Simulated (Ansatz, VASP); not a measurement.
## Two plane-wave programs on Mo

```
Mo
1.0
    -1.33611    1.33611    2.18285
     1.33611   -1.33611    2.18285
     1.33611    1.33611   -2.18285
Mo
1
Direct
  0.00000 0.00000 0.00000
```

Alike in both runs: functional PBEsol; k mesh 8 × 8 × 8; occupations gaussian, width 0.1 eV; no spin polarisation.

Ansatz relaxed the structure, and its values are those at the end. VASP's run is a single point on that final structure, the one shown.

|  | VASP | Ansatz |
| --- | --- | --- |
| version | VASP 6.6.1 | Ansatz 0.2.0 |
| potentials or method | VASP PAW PBE potentials, release 64 (Mo_sv), cutoff 520 eV | scalar-relativistic, plane waves, PAW |
| valence electrons in the cell | 14 | 14 |

Ansatz gave:

```
gap on the k mesh at the Fermi level (eV) : none
pressure (GPa)                            : 0.0
```

Question: Which values does VASP return?

Answer: gap on the k mesh at the Fermi level (eV): none; pressure (GPa): 0.5.

VASP's potentials were made for PBE, not for PBEsol. A gap of «none» marks a metal or a gap that the smearing closes. With one functional, cell and mesh, what is left measures potentials, basis and numerics.

The k mesh is coarse, so the values compare programs but aren't converged.
